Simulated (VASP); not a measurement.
Input of a VASP 6.6.1 run:

Contents of INCAR:

```
SYSTEM = Si3Ge
PREC = Accurate ; ENCUT = 550
EDIFF = 1E-6 ; ISMEAR = -1
SIGMA = 0.05 ; LREAL = Auto
LASPH = .True. ; NELM = 120
ALGO = Normal ; ISIF = 2
LWAVE = .False. ; LCHARG = .False.
GGA = PS ; NBANDS = 486
GGA_COMPAT = .False. ; ISYM = -1
KPAR = 1
```

KPOINTS

```
explicit points
1
Reciprocal
  0.50000000   0.50000000   0.50000000 1
```

File POSCAR:

```
Si3Ge
1.0
    0.0000000000     10.9718104117     10.9718104117
   10.9718104117      0.0000000000     10.9718104117
   10.9718104117     10.9718104117      0.0000000000
Si Ge
96 32
Direct
    0.9996700000      0.0000250000      0.9997580000
    0.4998890000      0.9993170000      0.9993770000
    0.0001430000      0.4997380000      0.9998340000
    0.0002850000      0.9982680000      0.5026100000
    0.2489040000      0.2499870000      0.2498370000
    0.5005850000      0.5007570000      0.9997330000
[... 120 lines left out ...]
    0.5631200000      0.8087280000      0.3125790000
    0.5600230000      0.8144650000      0.8137300000
```

Potentials or basis: VASP PAW PBE potentials, release 64 (Si, Ge_d).

Command:

```bash
$ cat potpaw_PBE.64/Si/POTCAR potpaw_PBE.64/Ge_d/POTCAR > POTCAR
$ mpirun -np 4 vasp_std > vasp.out
```

(1) What does it give for the band gap on the k mesh?

(2) Estimate the largest force.

(3) Estimate the pressure.

Results:

(1) 0.92 eV.

(2) 0.036 eV/Å.

(3) 0.0 GPa.

Caveat: the PAW data sets were made with another functional, which shifts forces and pressure a little; a shifted mesh leaves out Γ, where band edges can lie.
